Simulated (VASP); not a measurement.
The system is BC2.

```xyz
6
Lattice="2.9978 0.0000 0.0000 0.0000 2.9978 0.0000 0.0000 0.0000 3.2680" Properties=species:S:1:pos:R:3 pbc="T T T"
B     1.4989    1.4989    2.4510
B     1.4989    1.4989    0.8170
C     1.4989    0.0000    2.3115
C     0.0000    1.4989    2.5906
C     0.0000    1.4989    0.6774
C     1.4989    0.0000    0.9566
```

```yaml
Program: VASP 6.6.1
Task: relaxation of cell and atoms
Functional: PBE
Potentials_or_basis: VASP PAW PBE potentials, release 64 (B, C)
Cutoff: 600 eV
k_mesh: 6 × 6 × 6
Occupations: gaussian, width 0.1 eV
Spin: no spin polarisation
```

At the start: pressure 173.1 GPa; volume 4.89 Å³/atom.

Task: How do energy, volume and symmetry change on relaxing?

Result: Over 28 steps the energy falls by 2016.7 meV/atom and the volume is 7.59 Å³/atom (+55.1 %); space group P4_2/mmc (No. 131, to 0.05 Å).

Step by step:
```
step  energy change (eV)  largest force (eV/Å)  pressure (GPa)  volume (Å³)
   1              0.0000                0.2704          173.13        29.37
   2             -3.8110                3.9999          -40.60        57.82
   3             -5.8749                4.6494           -4.60        43.51
   4             -8.2660                3.3923            7.33        47.64
   5             -8.3513                1.2136            2.81        47.12
   6            -10.3014                0.3206           -7.80        50.45
   7             -6.7808               18.2713           -6.64        55.12
   8             -9.8907               10.6415            3.72        52.70
   9            -10.2712                8.4909           -3.70        53.29
  10            -10.6967                4.1471          -19.47        54.61
  11            -10.7029                3.7377          -21.10        54.75
  12            -10.7994                3.6973          -20.08        54.36
  13            -11.0581                3.6256          -16.74        53.22
  14            -11.4099                3.2504           -8.98        50.93
  15            -11.2367                1.8820           12.28        46.40
  16            -11.4546                2.9644            0.52        48.85
  17            -11.6444                1.1172           -4.08        48.82
  18            -11.7090                0.4832           -7.38        48.79
  19            -11.7094                0.5817           -7.56        48.79
  20            -11.7450                0.5365           -6.30        48.48
  21            -11.8379                0.3876           -2.36        47.56
  22            -11.9410                0.1822            6.02        45.73
  23            -11.9477                0.0667            9.03        45.15
  24            -12.0042                0.0850            6.35        45.30
  25            -12.0966                0.2272           -1.86        45.68
  26            -12.0971                0.1674           -0.43        45.62
  27            -12.0980                0.1924           -1.03        45.64
  28            -12.0999                0.0139           -0.49        45.55
```

Final structure:
```cif
data_structure
_symmetry_space_group_name_H-M 'P 1'
_symmetry_Int_Tables_number 1
_cell_length_a 2.8089
_cell_length_b 2.8089
_cell_length_c 5.7730
_cell_angle_alpha 90.000
_cell_angle_beta 90.000
_cell_angle_gamma 90.000
_cell_volume 45.55
loop_
_atom_site_label
_atom_site_type_symbol
_atom_site_fract_x
_atom_site_fract_y
_atom_site_fract_z
_atom_site_occupancy
B1 B 0.50000 0.50000 0.75000 1
B2 B 0.50000 0.50000 0.25000 1
C1 C 0.50000 0.00000 0.61965 1
C2 C 0.00000 0.50000 0.88035 1
C3 C 0.00000 0.50000 0.11965 1
C4 C 0.50000 0.00000 0.38035 1
```

Caveat: the volume moved by over 15 % at a fixed basis, so the end points are rough.
